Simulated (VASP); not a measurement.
Crystal: Ge.

```
Ge
1.0
     2.99111    0.00000    0.00000
    -1.51052    2.58168    0.00000
     0.00000    0.00000    4.72760
Ge
2
Direct
  0.66655 0.33345 0.25000
  0.33345 0.66655 0.75000
```

Base run:

```yaml
Program: VASP 6.6.1
Functional: PBEsol
Potentials_or_basis: VASP PAW PBE potentials, release 64 (Ge_d)
Cutoff: 520 eV
k_mesh: 9 × 9 × 5
Occupations: gaussian, width 0.1 eV
Spin: no spin polarisation
```

Its results: band gap on the k mesh zero (band 14 reaches 13.73 eV, above the bottom of band 15 at 3.94 eV); pressure -0.2 GPa.

Problem. The run is repeated on the same cell with these changes: k mesh from 9 × 9 × 5 to 4 × 4 × 2. What comes out?

Solution. Band gap on the k mesh zero (band 14 reaches 13.50 eV, above the bottom of band 15 at 5.45 eV); pressure -3.8 GPa.

Caveats: some runs use coarse meshes; the PAW data sets were made with another functional, which shifts forces and pressure a little.
